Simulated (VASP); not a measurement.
Ag2I: relaxation of cell and atoms with PBE

Crystal: Ag2I.

```
Ag I
1.0
     0.00000    3.41823    3.41823
     3.41823    0.00000    3.41823
     3.41823    3.41823    0.00000
Ag I
2 1
Direct
  0.25000 0.25000 0.25000
  0.75000 0.75000 0.75000
  0.00000 0.00000 0.00000
```

| Item | Value |
| --- | --- |
| Program | VASP 6.6.1 |
| Task | relaxation of cell and atoms |
| Functional | PBE |
| Potentials or basis | VASP PAW PBE potentials, release 64 (Ag, I) |
| Cutoff | 600 eV |
| k mesh | 12 × 12 × 12 |
| Occupations | gaussian, width 0.1 eV |
| Spin | no spin polarisation |
| Dipole correction | no |
| Further INCAR settings | ALGO = Normal; EDIFF = 1e-07; IBRION = 2; EDIFFG = -0.01; NSW = 100; ISIF = 3 |

| Quantity | Value |
| --- | --- |
| Relaxed volume | 29.20 Å³/atom |
| Relaxed cell | a = 4.985 Å, b = 4.985 Å, c = 4.985 Å, α = 60.00°, β = 60.00°, γ = 60.00° |
| Space group after relaxing (to 0.05 Å) | Fm-3m (No. 225) |
| Energy gained by relaxing | 25.6 meV/atom |
| Ionic steps | 3 |
| Pressure after relaxing | 0.0 GPa |

The path:
| step | energy change (eV) | largest force (eV/Å) | pressure (GPa) | volume (Å³) |
| --- | --- | --- | --- | --- |
| 1 | 0.0000 | 0.0000 | 3.54 | 79.88 |
| 2 | -0.0762 | 0.0000 | 0.24 | 86.87 |
| 3 | -0.0767 | 0.0000 | -0.01 | 87.59 |

Final structure:
```yaml
crystal:
  lattice:
    - [0.00000, 3.52490, 3.52490]
    - [3.52490, 0.00000, 3.52490]
    - [3.52490, 3.52490, 0.00000]
  atoms:
    - { symbol: Ag, position: [0.25000, 0.25000, 0.25000] }
    - { symbol: Ag, position: [0.75000, 0.75000, 0.75000] }
    - { symbol: I, position: [0.00000, 0.00000, 0.00000] }
```

Levels at points of the mesh, in eV from the Fermi level:
```csv
k point,band 11,band 12,band 13,band 14,band 15,band 16,band 17,band 18
"(0.00, 0.00, 0.00)",-4.10,-2.55,-2.28,-2.28,-2.28,2.15,2.15,2.15
"(0.50, 0.00, 0.00)",-4.66,-4.48,-2.68,-2.68,-1.29,2.78,3.01,3.01
"(0.50, 0.50, 0.00)",-4.12,-3.85,-3.77,-3.77,-0.03,0.63,2.93,5.37
```

It took 8.3 min on 1 thread of Oxide Virtual Turin-like Processor, on a shared host, peak memory 0.3 GiB.

Caveat: spin-orbit coupling is left out, which moves the levels of the heavy elements; an odd number of electrons without spin polarisation forces a metal; a magnetic or distorted state may lie lower.
